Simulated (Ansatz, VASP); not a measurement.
Two plane-wave programs on ScAlTlAs3

```xyz
6
Lattice="6.5966 0.0000 0.0000 -3.2983 5.7128 0.0000 0.0000 0.0000 3.7324" Properties=species:S:1:pos:R:3 pbc="T T T"
Sc    0.0000    3.8086    0.0000
Al    0.0000    0.0000    0.0000
Tl    3.2983    1.9043    0.0000
As    1.7223    4.8030    1.8662
As   -1.7223    4.8030    1.8662
As    0.0000    1.8198    1.8662
```

Change from the starting cell: species swapped into the LaAlCuNi3 type (P-6m2, No. 187).

Alike in both runs: functional PBE; k mesh 6 × 6 × 10; occupations gaussian, width 0.1 eV; no spin polarisation.

Ansatz relaxed the structure, and its values are those at the end. VASP's run is a single point on that final structure, the one shown.

|  | VASP | Ansatz |
| --- | --- | --- |
| version | VASP 6.6.1 | Ansatz 0.2.0 |
| potentials or method | VASP PAW PBE potentials, release 64 (Sc_sv, Al, Tl_d, As), cutoff 520 eV | scalar-relativistic, plane waves, PAW |
| valence electrons in the cell | 42 | 72 |

Ansatz gave:

```
gap on the k mesh at the Fermi level (eV) : none
pressure (GPa)                            : 0.0
```

Q: Estimate VASP's values.

A: gap on the k mesh at the Fermi level (eV): none; pressure (GPa): 0.1.

A gap of «none» marks a metal or a gap that the smearing closes. With one functional, cell and mesh, what is left measures potentials, basis and numerics. VASP's potentials hold 42 valence electrons a cell and Ansatz's 72, so a difference there can come from the potentials and not from the codes.

Spin-orbit coupling is off throughout.
